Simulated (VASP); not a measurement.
# AlNi3 (Pm-3m) in VASP: relaxation of cell and atoms with PBEsol

Aim: the relaxation of cell and atoms of AlNi3 with PBEsol.

Program: VASP 6.6.1. These are calculated values, not measurements. Logs are shortened: lines on timing, memory, paths and dates and some standing lists are left out, and cuts for length are marked.

### 1 The cell of the first run

Symmetry: Pm-3m, No. 221, cubic system. Conventional cell: a = 3.567 Å, b = 3.567 Å, c = 3.567 Å, α = 90.00°, β = 90.00°, γ = 90.00°. Within 3.3 Å of Al (site symmetry m-3m) lie 12 Ni at 2.52 Å. Ni (site symmetry 4/mmm) has 4 Al at 2.52 Å and 8 Ni at 2.52 Å within 3.3 Å.

### 2 Relaxation of cell and atoms, PBEsol, collinear spin, ferromagnetic start

Contents of INCAR:

```
SYSTEM = AlNi3
PREC = Accurate
ENCUT = 600
EDIFF = 1E-6
ISMEAR = 0
SIGMA = 0.1
LREAL = .FALSE.
LASPH = .TRUE.
NELM = 150
ALGO = Normal
ISIF = 3
LWAVE = .FALSE.
LCHARG = .FALSE.
ISPIN = 2
MAGMOM = 0 0.3 0.3 0.3
LORBIT = 11
LMAXMIX = 4
GGA = PS
IBRION = 2
NSW = 70
EDIFFG = -0.005
```

Contents of KPOINTS:

```
Automatic mesh
0
G
  12 12 12
  0 0 0
```

Contents of POSCAR:

```
AlNi3
1.0
    3.5666788647      0.0000000000      0.0000000000
    0.0000000000      3.5666788647      0.0000000000
    0.0000000000      0.0000000000      3.5666788647
Al Ni
1 3
Direct
    0.0000000000      0.0000000000      0.0000000000
    0.0000000000      0.5000000000      0.5000000000
    0.5000000000      0.0000000000      0.5000000000
    0.5000000000      0.5000000000      0.0000000000
```

Potentials or basis: VASP PAW PBE potentials, release 64 (Al, Ni).

The run is started by

```bash
$ cat potpaw_PBE.64/Al/POTCAR potpaw_PBE.64/Ni/POTCAR > POTCAR
$ mpirun -np 1 vasp_std > vasp.out
```

OUTCAR:

```text
SYSTEM = AlNi3
   PREC = Accurate
   ENCUT = 600
   EDIFF = 1E-6
   ISMEAR = 0
   LREAL = .FALSE.
   LASPH = .TRUE.
   NELM = 150
   ISIF = 3
   ISPIN = 2
   LORBIT = 11
   GGA = PS
   IBRION = 2
   NSW = 70
   EDIFFG = -0.005

 ion  position               nearest neighbor table
   1  0.000  0.000  0.000-   2 2.52   3 2.52   4 2.52   2 2.52   3 2.52   2 2.52   4 2.52   2 2.52
                             3 2.52   4 2.52   3 2.52   4 2.52
   2  0.000  0.500  0.500-   1 2.52   3 2.52   4 2.52   1 2.52   4 2.52   1 2.52   3 2.52   1 2.52
                             3 2.52   4 2.52   4 2.52   3 2.52
   3  0.500  0.000  0.500-   1 2.52   2 2.52   4 2.52   1 2.52   4 2.52   2 2.52   4 2.52   4 2.52
                             1 2.52   2 2.52   1 2.52   2 2.52
   4  0.500  0.500  0.000-   1 2.52   2 2.52   3 2.52   2 2.52   3 2.52   1 2.52   3 2.52   3 2.52
                             1 2.52   2 2.52   2 2.52   1 2.52

  LATTYP: Found a simple cubic cell.
 ALAT       =     3.5666788647

  Lattice vectors:

 A1 = (   3.5666788647,   0.0000000000,   0.0000000000)
 A2 = (   0.0000000000,   3.5666788647,   0.0000000000)
 A3 = (   0.0000000000,   0.0000000000,   3.5666788647)

Analysis of symmetry for initial positions (statically):
=====================================================================
 Subroutine PRICEL returns:
 Original cell was already a primitive cell.

 Routine SETGRP: Setting up the symmetry group for a
 simple cubic supercell.

 Subroutine GETGRP returns: Found 48 space group operations
 (whereof 48 operations were pure point group operations)
 out of a pool of 48 trial point group operations.

The static configuration has the point symmetry O_h .

Analysis of symmetry for dynamics (positions and initial velocities):
=====================================================================
 Subroutine PRICEL returns:
 Original cell was already a primitive cell.

 Routine SETGRP: Setting up the symmetry group for a
 simple cubic supercell.

 Subroutine GETGRP returns: Found 48 space group operations
 (whereof 48 operations were pure point group operations)
 out of a pool of 48 trial point group operations.

The dynamic configuration has the point symmetry O_h .

Analysis of structural, dynamic, and magnetic symmetry:
=====================================================================
 Subroutine PRICEL returns:
 Original cell was already a primitive cell.

 Routine SETGRP: Setting up the symmetry group for a
 simple cubic supercell.

 Subroutine GETGRP returns: Found 48 space group operations
 (whereof 48 operations were pure point group operations)
 out of a pool of 48 trial point group operations.

The overall configuration has the point symmetry O_h .

 Subroutine INISYM returns: Found 48 space group operations
 (whereof 48 operations are pure point group operations),
 and found     1 'primitive' translations

----------------------------------------------------------------------------------------

                                     Primitive cell

  volume of cell :      45.3724

  direct lattice vectors                    reciprocal lattice vectors
     3.566678865  0.000000000  0.000000000     0.280372873  0.000000000  0.000000000
     0.000000000  3.566678865  0.000000000     0.000000000  0.280372873  0.000000000
     0.000000000  0.000000000  3.566678865     0.000000000  0.000000000  0.280372873

  length of vectors
     3.566678865  3.566678865  3.566678865     0.280372873  0.280372873  0.280372873

  position of ions in fractional coordinates (direct lattice)
     0.000000000  0.000000000  0.000000000
     0.000000000  0.500000000  0.500000000
     0.500000000  0.000000000  0.500000000
     0.500000000  0.500000000  0.000000000

  ion indices of the primitive-cell ions
   primitive index   ion index
                 1           1
                 2           2
                 3           3
                 4           4

----------------------------------------------------------------------------------------

 KPOINTS: Automatic mesh

Automatic generation of k-mesh.
 Grid dimensions read from file:
 generate k-points for:   12   12   12

 Generating k-lattice:

  Cartesian coordinates                     Fractional coordinates (reciprocal lattice)
     0.023364406  0.000000000  0.000000000     0.083333333  0.000000000  0.000000000
     0.000000000  0.023364406  0.000000000     0.000000000  0.083333333  0.000000000
     0.000000000  0.000000000  0.023364406     0.000000000  0.000000000  0.083333333

  Length of vectors
     0.023364406  0.023364406  0.023364406

  Shift w.r.t. Gamma in fractional coordinates (k-lattice)
     0.000000000  0.000000000  0.000000000

 Subroutine IBZKPT returns following result:
 ===========================================

 Found     84 irreducible k-points:

 Following reciprocal coordinates:
            Coordinates               Weight
  0.000000  0.000000  0.000000      1.000000
  0.083333  0.000000  0.000000      6.000000
  0.166667  0.000000  0.000000      6.000000
  0.250000  0.000000  0.000000      6.000000
  0.333333  0.000000  0.000000      6.000000
  0.416667  0.000000  0.000000      6.000000
[... 16 lines left out ...]
  0.333333  0.333333  0.000000     12.000000
  0.416667  0.333333  0.000000     24.000000
 [... further k-points ...]
   k-points           NKPTS =     84   k-points in BZ     NKDIM =     84   number of bands    NBANDS=     20
   number of dos      NEDOS =    301   number of ions     NIONS =      4
   total plane-waves  NPLWV =  21952
   dimension x,y,z NGX =    28 NGY =   28 NGZ =   28
   dimension x,y,z NGXF=    56 NGYF=   56 NGZF=   56
   ions per type =               1   3
   NGX,Y,Z   is equivalent  to a cutoff of  13.05, 13.05, 13.05 a.u.
   NGXF,Y,Z  is equivalent  to a cutoff of  26.10, 26.10, 26.10 a.u.
 SYSTEM =  AlNi3
   PREC   = accura    normal or accurate (medium, high low for compatibility)
   ISTART =      0    job   : 0-new  1-cont  2-samecut
   ICHARG =      2    charge: 1-file 2-atom 10-const
   ISPIN  =      2    spin polarized calculation?
   LNONCOLLINEAR =      F non collinear calculations
   LSORBIT =      F    spin-orbit coupling
   LASPH  =      T    aspherical Exc in radial PAW
   ENCUT  =  600.0 eV  44.10 Ry    6.64 a.u.   7.12  7.12  7.12*2*pi/ulx,y,z
   NELM   =    150;   NELMIN=  2; NELMDL= -5     # of ELM steps
   EDIFF  = 0.1E-05   stopping-criterion for ELM
   LREAL  =      F    real-space projection
   EDIFFG = -.5E-02   stopping-criterion for IOM
   NSW    =     70    number of steps for IOM
   IBRION =      2    ionic relax: 0-MD 1-quasi-New 2-CG
   NFREE  =      1    steps in history (QN), initial steepest desc. (CG)
   ISIF   =      3    stress and relaxation
   ISYM   =      2    0-nonsym 1-usesym 2-fastsym
   POTIM  = 0.5000    time-step for ionic-motion
   TEBEG  =    0.0;   TEEND  =   0.0 temperature during run
   PSTRESS=    0.0 pullay stress
   NELECT =      33.0000    total number of electrons
   NUPDOWN=      -1.0000    fix difference up-down
   EMIN   =  10.00;   EMAX   =-10.00  energy-range for DOS
   EFERMI =   0.00;   METHOD = LEGACY
   ISMEAR =     0;   SIGMA  =   0.10  broadening in eV -4-tet -1-fermi 0-gaus
   EFERMI_NEDOS =   21; number of points for ismear=-14 and -15
   IALGO  =     38    algorithm
   IMIX   =      4    mixing-type and parameters
     AMIX     =   0.40;   BMIX     =  1.00
     AMIX_MAG =   1.60;   BMIX_MAG =  1.00
  volume/ion in A,a.u.               =      11.34        76.55
  Fermi-wavevector in a.u.,A,eV,Ry     =   1.472252  2.782153 29.490979  2.167526
  Thomas-Fermi vector in A             =   2.587289
   LORBIT       =     11    0 simple, 1 ext, 2 COOP (PROOUT), +10 PAW based schemes
   GGA     = PS    functional components
   LHFCALC =     F    Hartree Fock is set to
   AEXX    =    0.0000 exact exchange contribution
   IVDW    =     0    specifies the selected vdW correction
   LEPSILON=     F    determine dielectric tensor
   LRPA    =     F    only Hartree local field effects (RPA)
 conjugate gradient relaxation of ions
 spin polarized calculation
 Gauss-broadening in eV      SIGMA  =   0.10
  energy-cutoff  :      600.00
  volume of cell :       45.37
 maximum number of plane-waves:      1532
   NGX = 15   NGY = 15   NGZ = 15

--------------------------------------- Ionic step        1  -------------------------------------------

 number of electron      33.0000020 magnetization       0.6871888

 Free energy of the ion-electron system (eV)
  ---------------------------------------------------
  ext. energy  EPLUGINS =         0.00000000
  ---------------------------------------------------
  free energy    TOTEN  =       -24.25808605 eV

  energy without entropy =      -24.24059053  energy(sigma->0) =      -24.24933829

------------------------ aborting loop because EDIFF is reached ----------------------------------------

  FORCE on cell =-STRESS in cart. coord.  units (eV):
  Direction    XX          YY          ZZ          XY          YZ          ZX
  --------------------------------------------------------------------------------------
  -------------------------------------------------------------------------------------
  Total       -2.0904825     -2.0904825     -2.0904825      0.0000000     -0.0000000      0.0000000
  in kB      -73.8184778    -73.8184778    -73.8184778      0.0000000     -0.0000000      0.0000000
  external PRESSURE =     -73.8184778 kB  Pullay stress =       0.0000000 kB
[... 23 lines left out ...]
  energy  without entropy=      -24.2405905276  energy(sigma->0) =      -24.24933829

--------------------------------------- Ionic step        2  -------------------------------------------

 number of electron      32.9999973 magnetization       0.6217868

 E-fermi :  10.3252     XC(G=0): -13.2220

 val. band max:       10.3235361504   @ k =   0.4167   0.2500   0.1667
 cond. band min:      10.3355164261   @ k =   0.5000   0.2500   0.2500
 fundamental gap:      0.0119802757
 Fermi energy:        10.3251608484

 spin component 1

 k-point     1 :       0.0000    0.0000    0.0000
  band No.  band energies     occupation
      1      -0.1276      1.00000
      2       5.6085      1.00000
      3       6.3253      1.00000
      4       6.3253      1.00000
      5       6.7215      1.00000
      6       6.7215      1.00000
[... 1134 lines left out ...]
  energy  without entropy=      -24.2458665508  energy(sigma->0) =      -24.25465123

--------------------------------------- Ionic step        3  -------------------------------------------

 number of electron      32.9999980 magnetization       0.6593469

 Free energy of the ion-electron system (eV)
  ---------------------------------------------------
  ext. energy  EPLUGINS =         0.00000000
  ---------------------------------------------------
  free energy    TOTEN  =       -24.30091509 eV

  energy without entropy =      -24.28358682  energy(sigma->0) =      -24.29225095

 E-fermi :   9.8074     XC(G=0): -13.0198

 val. band max:        9.7998487282   @ k =   0.5000   0.3333   0.2500
 cond. band min:       9.8093698924   @ k =   0.5000   0.4167   0.4167
 fundamental gap:      0.0095211642
 Fermi energy:         9.8074171241

 spin component 1

 k-point     1 :       0.0000    0.0000    0.0000
  band No.  band energies     occupation
      1      -0.3873      1.00000
      2       5.3131      1.00000
      3       5.9994      1.00000
      4       5.9994      1.00000
      5       6.3731      1.00000
      6       6.3731      1.00000
[... 1130 lines left out ...]
  FREE ENERGIE OF THE ION-ELECTRON SYSTEM (eV)
  ---------------------------------------------------
  free  energy   TOTEN  =       -24.3009150855 eV

  energy  without entropy=      -24.2835868197  energy(sigma->0) =      -24.29225095

 reached required accuracy - stopping structural energy minimisation

 total charge

# of ion       s       p       d       tot
------------------------------------------
    1        0.410   0.405   0.000   0.815
    2        0.512   0.552   8.398   9.462
    3        0.512   0.552   8.398   9.462
    4        0.512   0.552   8.398   9.462
--------------------------------------------------
tot          1.945   2.062  25.193  29.200

 magnetization (x)

# of ion       s       p       d       tot
------------------------------------------
    1       -0.001  -0.007   0.000  -0.008
    2       -0.003  -0.008   0.244   0.233
    3       -0.003  -0.008   0.244   0.233
    4       -0.003  -0.008   0.244   0.233
--------------------------------------------------
tot         -0.009  -0.033   0.732   0.691
```

Run time: 3.3 min. Hardware: 1 thread of Intel Xeon Platinum 8559C (Emerald Rapids), shared host; peak memory 0.28 GiB.

What came out:

```
Free energy                                           : -24.3009 eV
Relaxed volume                                        : 10.90 Å³/atom
Relaxed cell                                          : a = 3.520 Å, b = 3.520 Å, c = 3.520 Å, α = 90.00°, β = 90.00°, γ = 90.00°
Space group after relaxing (to 0.1 Å)                 : Pm-3m (No. 221)
Energy gained by relaxing                             : 10.7 meV/atom
Ionic steps                                           : 3
Pressure after relaxing                               : 0.1 GPa
Net moment                                            : 0.66 μB per cell
Site moments                                          : Al -0.01; Ni +0.23 μB
Valence electrons inside the program's atomic spheres : Al 0.81; Ni 9.46
```

Step by step:
```
step  energy change (eV)  largest force (eV/Å)  pressure (GPa)  volume (Å³)
   1              0.0000                0.0000           -7.38        45.37
   2             -0.0053                0.0000            7.91        42.03
   3             -0.0428                0.0000            0.05        43.60
```

Final structure:
```
CELL_PARAMETERS angstrom
3.51951 0.00000 0.00000
0.00000 3.51951 0.00000
0.00000 0.00000 3.51951
ATOMIC_POSITIONS crystal
Al 0.00000 0.00000 0.00000
Ni 0.00000 0.50000 0.50000
Ni 0.50000 0.00000 0.50000
Ni 0.50000 0.50000 0.00000
```

Caveat: the PAW data sets were made with another functional, which shifts forces and pressure a little.
